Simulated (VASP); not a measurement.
# InSe (R3m) in VASP: single point with PBE+D3(BJ)

Aim: the single point of InSe with PBE+D3(BJ).

Everything below comes from runs of VASP 6.6.1. Logs are shortened: lines on timing, memory, paths and dates and some standing lists are left out, and cuts for length are marked.

### Step 1. The cell of the first run

The structure is trigonal, space group R3m (No. 160). The conventional cell has a = 4.000 Å, b = 4.000 Å, c = 25.573 Å, α = 90.00°, β = 90.00°, γ = 120.00°. Within 3.5 Å of In (site symmetry 3m) lie 3 Se at 2.64 Å and 1 In at 2.85 Å. Within 3.5 Å of In (site symmetry 3m) lie 3 Se at 2.67 Å and 1 In at 2.85 Å. Within 3.5 Å of Se (site symmetry 3m) lie 3 In at 2.64 Å. Within 3.5 Å of Se (site symmetry 3m) lie 3 In at 2.67 Å.

### Step 2. Single point, PBE+D3(BJ) (last atom moved by 0.05 Å along z, cell strained by +1.0% along z)

Contents of INCAR:

```
ADDGRID = F
ALGO = Normal
EDIFF = 1E-8
EFERMI = MIDGAP
ENCUT = 620
GGA = PE
GGA_COMPAT = F
ISIF = 2
ISMEAR = 0
IVDW = 12
KPAR = 2
LASPH = T
LCHARG = F
LREAL = F
LWAVE = F
NBANDS = 43
NELM = 120
PREC = Accurate
SIGMA = 0.03
```

Contents of KPOINTS:

```
Automatic mesh
0
Gamma
  13 13 13
  0 0 0
```

Contents of POSCAR:

```
InSe
1.0
    2.0000000000      1.1547005384      8.5244000000
   -2.0000000000      1.1547005384      8.5244000000
    0.0000000000     -2.3094010768      8.5244000000
In Se
2 2
Direct
    0.8886000000      0.8886000000      0.8886000000
    0.0000000000      0.0000000000      0.0000000000
    0.1719000000      0.1719000000      0.1719000000
    0.3854747200      0.3854747200      0.3854747200
```

Potentials or basis: VASP PAW PBE potentials, release 64 (In_d, Se).

Run with:

```bash
$ cat potpaw_PBE.64/In_d/POTCAR potpaw_PBE.64/Se/POTCAR > POTCAR
$ mpirun -np 2 vasp_std > vasp.out
```

OUTCAR:

```text
EDIFF = 1E-8
   EFERMI = MIDGAP
   ENCUT = 620
   GGA = PE
   ISIF = 2
   ISMEAR = 0
   IVDW = 12
   LASPH = T
   LREAL = F
   NELM = 120
   PREC = Accurate
 IVDW          = 12

 s9            =  0.00000000  s9, scaling of the three-body dispersion

 ion  position               nearest neighbor table
   1  0.889  0.889  0.889-   3 2.64   3 2.64   3 2.64   2 2.85
   2  0.000  0.000  0.000-   4 2.67   4 2.67   4 2.67   1 2.85
   3  0.172  0.172  0.172-   1 2.64   1 2.64   1 2.64
   4  0.385  0.385  0.385-   2 2.67   2 2.67   2 2.67

  LATTYP: Found a trigonal (rhomboedric) cell.
 ALAT       =     8.8316888925
 COS(alpha) =     0.8974342257

  Lattice vectors:

 A1 = (   2.0000000000,   1.1547005384,   8.5244000000)
 A2 = (  -2.0000000000,   1.1547005384,   8.5244000000)
 A3 = (   0.0000000000,  -2.3094010768,   8.5244000000)

Analysis of symmetry for initial positions (statically):
=====================================================================
 Subroutine PRICEL returns:
 Original cell was already a primitive cell.

 Routine SETGRP: Setting up the symmetry group for a
 trigonal (rhombohedral) supercell.

 Subroutine GETGRP returns: Found  6 space group operations
 (whereof  6 operations were pure point group operations)
 out of a pool of 12 trial point group operations.

The static configuration has the point symmetry C_3v.

Analysis of symmetry for dynamics (positions and initial velocities):
=====================================================================
 Subroutine PRICEL returns:
 Original cell was already a primitive cell.

 Routine SETGRP: Setting up the symmetry group for a
 trigonal (rhombohedral) supercell.

 Subroutine GETGRP returns: Found  6 space group operations
 (whereof  6 operations were pure point group operations)
 out of a pool of 12 trial point group operations.

The dynamic configuration has the point symmetry C_3v.

 Subroutine INISYM returns: Found  6 space group operations
 (whereof  6 operations are pure point group operations),
 and found     1 'primitive' translations

----------------------------------------------------------------------------------------

                                     Primitive cell

  volume of cell :     118.1176

  direct lattice vectors                    reciprocal lattice vectors
     2.000000000  1.154700538  8.524400000     0.250000000  0.144337567  0.039103436
    -2.000000000  1.154700538  8.524400000    -0.250000000  0.144337567  0.039103436
     0.000000000 -2.309401077  8.524400000     0.000000000 -0.288675135  0.039103436

  length of vectors
     8.831688892  8.831688892  8.831688892     0.291311538  0.291311538  0.291311538

  position of ions in fractional coordinates (direct lattice)
     0.888600000  0.888600000  0.888600000
     0.000000000  0.000000000  0.000000000
     0.171900000  0.171900000  0.171900000
     0.385474720  0.385474720  0.385474720

  ion indices of the primitive-cell ions
   primitive index   ion index
                 1           1
                 2           2
                 3           3
                 4           4

----------------------------------------------------------------------------------------

 KPOINTS: Automatic mesh

Automatic generation of k-mesh.
 Grid dimensions read from file:
 generate k-points for:   13   13   13

 Generating k-lattice:

  Cartesian coordinates                     Fractional coordinates (reciprocal lattice)
     0.019230769  0.011102890  0.003007957     0.076923077  0.000000000  0.000000000
    -0.019230769  0.011102890  0.003007957     0.000000000  0.076923077  0.000000000
     0.000000000 -0.022205780  0.003007957     0.000000000  0.000000000  0.076923077

  Length of vectors
     0.022408580  0.022408580  0.022408580

  Shift w.r.t. Gamma in fractional coordinates (k-lattice)
     0.000000000  0.000000000  0.000000000

 Subroutine IBZKPT returns following result:
 ===========================================

 Found    231 irreducible k-points:

 Following reciprocal coordinates:
            Coordinates               Weight
  0.000000  0.000000  0.000000      1.000000
  0.076923  0.000000  0.000000      6.000000
  0.153846  0.000000  0.000000      6.000000
  0.230769  0.000000  0.000000      6.000000
  0.307692  0.000000  0.000000      6.000000
  0.384615  0.000000  0.000000      6.000000
[... 16 lines left out ...]
  0.384615  0.153846  0.000000     12.000000
  0.461538  0.153846  0.000000     12.000000
 [... further k-points ...]
   k-points           NKPTS =    231   k-points in BZ     NKDIM =    231   number of bands    NBANDS=     43
   number of dos      NEDOS =    301   number of ions     NIONS =      4
   total plane-waves  NPLWV = 373248
   dimension x,y,z NGX =    72 NGY =   72 NGZ =   72
   dimension x,y,z NGXF=   144 NGYF=  144 NGZF=  144
   ions per type =               2   2
   NGX,Y,Z   is equivalent  to a cutoff of  13.55, 13.55, 13.55 a.u.
   NGXF,Y,Z  is equivalent  to a cutoff of  27.11, 27.11, 27.11 a.u.
 SYSTEM =  unknown system
   PREC   = accura    normal or accurate (medium, high low for compatibility)
   ISTART =      0    job   : 0-new  1-cont  2-samecut
   ICHARG =      2    charge: 1-file 2-atom 10-const
   ISPIN  =      1    spin polarized calculation?
   LNONCOLLINEAR =      F non collinear calculations
   LSORBIT =      F    spin-orbit coupling
   LASPH  =      T    aspherical Exc in radial PAW
   ENCUT  =  620.0 eV  45.57 Ry    6.75 a.u.  17.93 17.93 17.93*2*pi/ulx,y,z
   NELM   =    120;   NELMIN=  2; NELMDL= -5     # of ELM steps
   EDIFF  = 0.1E-07   stopping-criterion for ELM
   LREAL  =      F    real-space projection
   EDIFFG = 0.1E-06   stopping-criterion for IOM
   NSW    =      0    number of steps for IOM
   IBRION =     -1    ionic relax: 0-MD 1-quasi-New 2-CG
   NFREE  =      0    steps in history (QN), initial steepest desc. (CG)
   ISIF   =      2    stress and relaxation
   ISYM   =      2    0-nonsym 1-usesym 2-fastsym
   POTIM  = 0.5000    time-step for ionic-motion
   TEBEG  =    0.0;   TEEND  =   0.0 temperature during run

   SCALEE = 1.0000    scale energy and forces
   PSTRESS=    0.0 pullay stress
   NELECT =      38.0000    total number of electrons
   NUPDOWN=      -1.0000    fix difference up-down
   EMIN   =  10.00;   EMAX   =-10.00  energy-range for DOS
   EFERMI =   0.00;   METHOD = MIDGAP
   ISMEAR =     0;   SIGMA  =   0.03  broadening in eV -4-tet -1-fermi 0-gaus
   EFERMI_NEDOS =   21; number of points for ismear=-14 and -15
   IALGO  =     38    algorithm
   IMIX   =      4    mixing-type and parameters
     AMIX     =   0.40;   BMIX     =  1.00
     AMIX_MAG =   1.60;   BMIX_MAG =  1.00
  volume/ion in A,a.u.               =      29.53       199.27
  Fermi-wavevector in a.u.,A,eV,Ry     =   1.121755  2.119809 17.120667  1.258334
  Thomas-Fermi vector in A             =   2.258410
   LORBIT       =      0    0 simple, 1 ext, 2 COOP (PROOUT), +10 PAW based schemes
   GGA     = PE    functional components
   LHFCALC =     F    Hartree Fock is set to
   AEXX    =    0.0000 exact exchange contribution
   IVDW    =    12    specifies the selected vdW correction
   LEPSILON=     F    determine dielectric tensor
   LRPA    =     F    only Hartree local field effects (RPA)

   CSHIFT  =0.1000    complex shift for real part using Kramers Kronig

   OMEGAMAX=  -1.0    maximum frequency
 non-spin polarized calculation
 Gauss-broadening in eV      SIGMA  =   0.03
  energy-cutoff  :      620.00
  volume of cell :      118.12
 maximum number of plane-waves:      4164
   NGX = 35   NGY = 35   NGZ = 35

 number of electron      38.0000006 magnetization

 Free energy of the ion-electron system (eV)
  ---------------------------------------------------
  ext. energy  EPLUGINS =         0.00000000
  ---------------------------------------------------
  free energy    TOTEN  =       -14.14995263 eV

  energy without entropy =      -14.14995263  energy(sigma->0) =      -14.14995263

 E-fermi :   4.1844     XC(G=0):  -8.8734

 val. band max:        3.8996217868   @ k =  -0.4615   0.4615   0.4615
 cond. band min:       4.4691798901   @ k =   0.4615   0.4615   0.4615
 fundamental gap:      0.5695581032
 Fermi energy:         4.1844008384

 k-point     1 :       0.0000    0.0000    0.0000
  band No.  band energies     occupation
      1     -10.7377      2.00000
      2     -10.6007      2.00000
      3     -10.6007      2.00000
      4     -10.5210      2.00000
      5     -10.5210      2.00000
      6     -10.4752      2.00000
[... 23 lines left out ...]
     30      13.1646      0.00000
     31      13.3971      0.00000

 k-point     2 :       0.0769    0.0000    0.0000
  band No.  band energies     occupation
      1     -10.7398      2.00000
      2     -10.6235      2.00000
      3     -10.5983      2.00000
      4     -10.5325      2.00000
      5     -10.5191      2.00000
      6     -10.4881      2.00000
[... 23 lines left out ...]
     30      13.1903      0.00000
     31      13.6675      0.00000

 k-point     3 :       0.1538    0.0000    0.0000
  band No.  band energies     occupation
      1     -10.7557      2.00000
      2     -10.6660      2.00000
      3     -10.5924      2.00000
      4     -10.5774      2.00000
      5     -10.5131      2.00000
      6     -10.5041      2.00000
[... 23 lines left out ...]
     30      13.1223      0.00000
     31      13.5278      0.00000

 k-point     4 :       0.2308    0.0000    0.0000
  band No.  band energies     occupation
      1     -10.8030      2.00000
      2     -10.6845      2.00000
      3     -10.6401      2.00000
      4     -10.5868      2.00000
      5     -10.5137      2.00000
      6     -10.5024      2.00000
[... 23 lines left out ...]
     30      13.2505      0.00000
     31      13.7390      0.00000

 k-point     5 :       0.3077    0.0000    0.0000
  band No.  band energies     occupation
      1     -10.8593      2.00000
      2     -10.7048      2.00000
      3     -10.6786      2.00000
      4     -10.5837      2.00000
      5     -10.5210      2.00000
      6     -10.4883      2.00000
[... 23 lines left out ...]
     30      13.3164      0.00000
     31      13.8148      0.00000
[... 542 lines left out ...]
     30      12.9611      0.00000
     31      13.7290      0.00000

 k-point    22 :       0.3077    0.1538    0.0000
  band No.  band energies     occupation
      1     -10.8261      2.00000
      2     -10.6883      2.00000
      3     -10.6650      2.00000
      4     -10.5881      2.00000
      5     -10.5149      2.00000
      6     -10.4992      2.00000
[... 23 lines left out ...]
     30      13.1224      0.00000
     31      13.8577      0.00000

 k-point    23 :       0.3846    0.1538    0.0000
  band No.  band energies     occupation
      1     -10.8713      2.00000
      2     -10.7190      2.00000
      3     -10.6788      2.00000
      4     -10.5893      2.00000
      5     -10.5175      2.00000
      6     -10.4899      2.00000
[... 23 lines left out ...]
     30      13.3135      0.00000
     31      14.0326      0.00000

 k-point    24 :       0.4615    0.1538    0.0000
  band No.  band energies     occupation
      1     -10.9062      2.00000
      2     -10.7532      2.00000
      3     -10.6757      2.00000
      4     -10.5915      2.00000
      5     -10.5193      2.00000
      6     -10.4811      2.00000
[... 23 lines left out ...]
     30      13.3975      0.00000
     31      14.2886      0.00000

 [... further k-points ...]

 [bands above 31 left out]

------------------------ aborting loop because EDIFF is reached ----------------------------------------

 Edisp (eV)   -1.18573

 E8    (eV) :    -0.5433

  FORCE on cell =-STRESS in cart. coord.  units (eV):
  Direction    XX          YY          ZZ          XY          YZ          ZX
  --------------------------------------------------------------------------------------
  -------------------------------------------------------------------------------------
  Total       0.51255     0.51255    -0.91627     0.00000     0.00000     0.00000
  in kB       6.95239     6.95239   -12.42856     0.00000     0.00000     0.00000
  external pressure =        0.49 kB  Pullay stress =        0.00 kB

 VOLUME and BASIS-vectors are now :
 -----------------------------------------------------------------------------
  energy-cutoff  :      620.00
  volume of cell :      118.12
      direct lattice vectors                 reciprocal lattice vectors
     2.000000000  1.154700538  8.524400000     0.250000000  0.144337567  0.039103436
    -2.000000000  1.154700538  8.524400000    -0.250000000  0.144337567  0.039103436
     0.000000000 -2.309401077  8.524400000     0.000000000 -0.288675135  0.039103436

 POSITION                                       TOTAL-FORCE (eV/Angst)
 -----------------------------------------------------------------------------------
      0.00000      0.00000     22.72435         0.000000     -0.000000      0.419559
      0.00000      0.00000      0.00000         0.000000      0.000000     -0.098988
      0.00000      0.00000      4.39603         0.000000     -0.000000     -0.189463
      0.00000      0.00000      9.85782         0.000000      0.000000     -0.131107
 -----------------------------------------------------------------------------------
    total drift:                                0.000000      0.000000      0.000187

  FREE ENERGIE OF THE ION-ELECTRON SYSTEM (eV)
  ---------------------------------------------------
  free  energy   TOTEN  =       -15.3356868062 eV

  energy  without entropy=      -15.3356868062  energy(sigma->0) =      -15.33568681
```

Run time: 58 min. Hardware: 2 MPI ranks of Intel Xeon Platinum 8259CL at 2.50GHz (Skylake/Cascade Lake), shared host; peak memory 1.5 GiB.

Results:

```yaml
Free_energy: -15.3357 eV
Pressure: 0.0 GPa
Largest_force: 0.420 eV/Å
Band_gap_on_the_k_mesh: 0.57 eV (least direct gap 0.59 eV)
Dispersion_energy_per_atom: -0.296 eV
```

Forces in eV/Å, atoms in the order of the input:
```
In   0.000  0.000  0.420
In   0.000  0.000 -0.099
Se   0.000  0.000 -0.189
Se   0.000  0.000 -0.131
```

Stress tensor (GPa, compression positive):
```
 0.70  0.00  0.00
 0.00  0.70  0.00
 0.00  0.00 -1.24
```

Levels at points of the mesh, in eV from the valence-band top:
| k point | band 15 | band 16 | band 17 | band 18 | band 19 | band 20 | band 21 | band 22 | band 23 | band 24 |
| --- | --- | --- | --- | --- | --- | --- | --- | --- | --- | --- |
| (0.00, 0.00, 0.00) | -1.46 | -1.18 | -1.18 | -0.98 | -0.98 | 1.81 | 2.25 | 4.56 | 4.56 | 5.11 |

Caveat: the cell differs from its parent crystal (last atom moved by 0.05 Å along z, cell strained by +1.0% along z); spin-orbit coupling is left out, which moves the levels of the heavy elements; an odd mesh through Γ misses points on the zone boundary, where band edges can lie.
